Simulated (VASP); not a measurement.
Runs of VASP 6.6.1 on LiCl. The structure is that of space group Fm-3m (No. 225), or close to it. The cells are those of the table. 

| level | cell | gap on the mesh (eV) |
| --- | --- | --- |
| r2SCAN | a = 3.578 Å, angles 60.0°, 2 atoms | 7.57 |
| PBE | a = 3.567 Å, angles 60.0°, 2 atoms | (a) |
| PBE | a = 3.605 Å, angles 60.0°, 2 atoms | 6.45 |
| r2SCAN | a = 3.686 Å, angles 60.0°, 2 atoms | 7.01 |
| PBE | a = 3.615 Å, angles 60.0°, 2 atoms | (b) |

Alike in all rows: task single point; potentials or basis VASP PAW PBE potentials, release 64 (Li_sv, Cl); no spin polarisation; k mesh 8 × 8 × 8; cutoff (eV) 520; smearing gaussian 0.01 eV.

Fill in the values left out.

(a) 6.64; (b) 6.40.

A k mesh can miss the band edges.
